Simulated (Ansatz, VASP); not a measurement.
## One calculation of Rh, two programs

The input INCAR:

```
SYSTEM = Rh
  PREC = Accurate
  ENCUT = 520
  EDIFF = 1E-6
  ISMEAR = 0
  SIGMA = 0.15
  LREAL = .FALSE.
  LASPH = .TRUE.
  NELM = 100
  ALGO = Fast
  ISIF = 2
  LWAVE = .FALSE.
  LCHARG = .TRUE.
  GGA = PE
  LELF = .TRUE.
  LVHAR = .TRUE.
  NBANDS = 22
```

Contents of KPOINTS:

```
regular mesh
0
G
  18 18 10
  0 0 0
```

File POSCAR:

```
Rh
1.0
    2.7794000000      0.0000000000      0.0000000000
   -1.3897000000      2.4070310073      0.0000000000
    0.0000000000      0.0000000000      4.2448000000
Rh
2
Direct
    0.6666666667      0.3333333333      0.7500000000
    0.3333333333      0.6666666667      0.2500000000
```

Input for Ansatz:

```yaml
crystal:
  lattice:
    - [2.7794, 0.0, 0.0]
    - [-1.3897, 2.4070310073, 0.0]
    - [0.0, 0.0, 4.2448]
  atoms:
    - { symbol: Rh, position: [0.6666666667, 0.3333333333, 0.75] }
    - { symbol: Rh, position: [0.3333333333, 0.6666666667, 0.25] }
basis:
  ecutwfc: 420
kpoints:
  mp_grid: { grid: [18, 18, 10] }
hamiltonian:
  xc: pbe
  pseudopotentials: { kind: paw, azcp: { folder: soft_1 } }
scf:
  occupations: { method: gaussian, width: 0.15 }
output:
  forces: true
  stress: true
  eigenvalues: true
```

Alike in both runs: task single point; functional PBE; k mesh 18 × 18 × 10; occupations gaussian, width 0.15 eV; no spin polarisation.

```csv
,VASP,Ansatz
version,VASP 6.6.1,Ansatz 0.2.0
potentials or method,"VASP PAW PBE potentials, release 64 (Rh_pv), cutoff 520 eV","scalar-relativistic, plane waves, PAW"
valence electrons in the cell,30,34
```

|  | VASP | Ansatz | Ansatz less VASP |
| --- | --- | --- | --- |
| gap on the k mesh at the Fermi level (eV) | none | none | - |
| pressure (GPa) | -0.5 | -0.6 | -0.05 |
| traceless stress, the component that is largest in VASP (GPa) | 8.69 | 8.69 | +0.003 |

A gap of «none» marks a metal or a gap that the smearing closes. VASP's potentials hold 30 valence electrons a cell and Ansatz's 34, so a difference there can come from the potentials and not from the codes.
